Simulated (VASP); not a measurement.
A run of VASP 6.6.1 is set up as follows.

Contents of POSCAR:

```
SrO
1.0
    2.6319211027      2.6319211027      0.0000000000
   -2.6319211027      2.6319211027      0.0000000000
    0.0000000000      2.6319211027      2.5534930436
Sr O
1 1
Direct
    0.5000000000      0.5000000000      0.0000000000
    0.0000000000      0.0000000000      0.0000000000
```

INCAR.step1

```
SYSTEM = SrO
PREC     = Accurate       ! precision mode
ENCUT    = 520            ! plane-wave cutoff, eV
ISMEAR   = 0              ! smearing method
SIGMA    = 0.01           ! smearing width, eV
LREAL    = .FALSE.        ! projectors in reciprocal space
LASPH    = .TRUE.         ! aspherical terms in the spheres
NELM     = 100            ! most SCF steps
NBANDS   = 15             ! bands
GGA      = PE             ! functional
ALGO     = Normal         ! electronic algorithm
EDIFF    = 1E-4           ! SCF threshold, eV
LWAVE    = .TRUE.         ! write WAVECAR
LCHARG   = .FALSE.        ! write CHGCAR
```

File INCAR.step2:

```
SYSTEM = SrO
PREC     = Accurate       ! precision mode
ENCUT    = 520            ! plane-wave cutoff, eV
EDIFF    = 1E-6           ! SCF threshold, eV
ISMEAR   = 0              ! smearing method
SIGMA    = 0.01           ! smearing width, eV
LREAL    = .FALSE.        ! projectors in reciprocal space
LASPH    = .TRUE.         ! aspherical terms in the spheres
NELM     = 100            ! most SCF steps
ALGO     = Normal         ! electronic algorithm
ISIF     = 2              ! what is computed and relaxed
LWAVE    = .FALSE.        ! write WAVECAR
LCHARG   = .FALSE.        ! write CHGCAR
METAGGA  = R2SCAN         ! meta-GGA
LMIXTAU  = .TRUE.       
NBANDS   = 15             ! bands
ISTART   = 1
```

Contents of KPOINTS:

```
Automatic mesh
0
G
  8 8 8
  0 0 0
```

Potentials or basis: VASP PAW PBE potentials, release 64 (Sr_sv, O).

The run is started by

```console
$ cat potpaw_PBE.64/Sr_sv/POTCAR potpaw_PBE.64/O/POTCAR > POTCAR
$ cp INCAR.step1 INCAR
$ mpirun -np 1 vasp_std > vasp.out
$ cp INCAR.step2 INCAR
$ mpirun -np 1 vasp_std > vasp.out
```

Q: Estimate the band gap on the k mesh.

A: 3.62 eV, indirect (least direct gap 3.83 eV).

Q: What does it give for the pressure?

A: -2.0 GPa.

Stress tensor (GPa, compression positive):
```
-3.22  0.00  0.00
 0.00 -3.22  0.00
 0.00  0.00  0.60
```

Caveat: the cell differs from its parent crystal (in-plane strain +0.02, then relaxed in part); the PAW data sets were made with another functional, which shifts forces and pressure a little. A k mesh can miss the band edges.
